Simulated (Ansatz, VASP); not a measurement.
# C: VASP beside Ansatz

```
CELL_PARAMETERS angstrom
4.78206 -3.34166 0.00000
4.78206 3.34166 0.00000
-2.76754 0.00000 4.75278
ATOMIC_POSITIONS crystal
C 0.88384 0.88384 0.05250
C 0.11616 0.11616 0.94750
C 0.13544 0.13544 0.23173
C 0.86456 0.86456 0.76827
C 0.85327 0.16616 0.14210
C 0.83384 0.14673 0.85790
C 0.14673 0.83384 0.85790
C 0.16616 0.85327 0.14210
```

Alike in both runs: task relaxation of cell and atoms; functional PBE; k mesh 6 × 6 × 6; occupations gaussian, width 0.02 eV; no spin polarisation.

|  | VASP | Ansatz |
| --- | --- | --- |
| version | VASP 6.6.1 | Ansatz 0.2.0 |
| potentials or method | VASP PAW PBE potentials, release 64 (C), cutoff 600 eV | scalar-relativistic, plane waves, PAW |
| valence electrons in the cell | 32 | 32 |

|  | VASP | Ansatz | Ansatz less VASP |
| --- | --- | --- | --- |
| gap on the k mesh at the Fermi level, each at its own relaxed structure (eV) | 1.00 | 1.23 | +0.230 |
| relaxed volume (Å³/atom) | 17.08 | 19.87 | +2.783 |
| relaxed cell length with the largest relative difference (Å) | 5.433 | 5.732 | +0.2983 |

One of these differences is far larger than is usual between the two programs; its cause wasn't traced.
